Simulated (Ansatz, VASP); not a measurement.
## Ga4SbAs in VASP and in Ansatz

```
Ga Sb As
1.0
     5.30105    0.00000    0.00000
    -2.65053    4.59085    0.00000
     0.00000    0.00000    5.63295
Ga Sb As
4 1 1
Direct
  0.66667 0.33333 0.00000
  0.50067 0.00135 0.50000
  0.99865 0.49933 0.50000
  0.50067 0.49933 0.50000
  0.33333 0.66667 0.00000
  0.00000 0.00000 0.00000
```

Change from the starting cell: species swapped into the TmAlCo4 type (P-6m2, No. 187).

Alike in both runs: functional PBE; k mesh 6 × 6 × 8; occupations gaussian, width 0.1 eV; no spin polarisation.

Ansatz relaxed the structure, and its values are those at the end. VASP's run is a single point on that final structure, the one shown.

```csv
,VASP,Ansatz
version,VASP 6.6.1,Ansatz 0.2.0
potentials or method,"VASP PAW PBE potentials, release 64 (Ga_d, Sb, As), cutoff 520 eV","scalar-relativistic, plane waves, PAW"
valence electrons in the cell,62,82
```

```csv
,VASP,Ansatz,Ansatz less VASP
gap on the k mesh at the Fermi level (eV),none,none,-
pressure (GPa),0.0,0.0,-0.05
```

A gap of «none» marks a metal or a gap that the smearing closes. VASP's potentials hold 62 valence electrons a cell and Ansatz's 82, so a difference there can come from the potentials and not from the codes.

Neither program's run includes spin-orbit coupling.
